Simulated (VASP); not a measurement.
SrO:

```
Sr O
1.0
     0.00000    2.56630    2.56630
     2.56630    0.00000    2.56630
     2.56630    2.56630    0.00000
Sr O
1 1
Direct
  0.50000 0.50000 0.50000
  0.00000 0.00000 0.00000
```

```yaml
Program: VASP 6.6.1
Task: relaxation of cell and atoms
Functional: revPBE
Dispersion: D4
Potentials_or_basis: VASP PAW PBE potentials, release 64 (Sr_sv, O)
Cutoff: 600 eV
k_mesh: 9 × 9 × 9
Occupations: fermi-dirac, width 0.05 eV
Spin: no spin polarisation
```

At the start: pressure 3.1 GPa; volume 16.90 Å³/atom.

Where does the relaxation end?

Over 3 steps the energy falls by 5.5 meV/atom and the volume is 17.50 Å³/atom (+3.5 %); space group Fm-3m (No. 225, to 0.05 Å).

The path:
```tsv
step	energy change (eV)	largest force (eV/Å)	pressure (GPa)	volume (Å³)
1	0.0000	0.0000	3.09	33.80
2	-0.0098	0.0000	-0.96	35.42
3	-0.0111	0.0000	0.01	34.99
```

Final structure:
```
Sr O
1.0
     0.00000    2.59608    2.59608
     2.59608    0.00000    2.59608
     2.59608    2.59608    0.00000
Sr O
1 1
Direct
  0.50000 0.50000 0.50000
  0.00000 0.00000 0.00000
```

Caveat: the PAW data sets were made with another functional, which shifts forces and pressure a little.
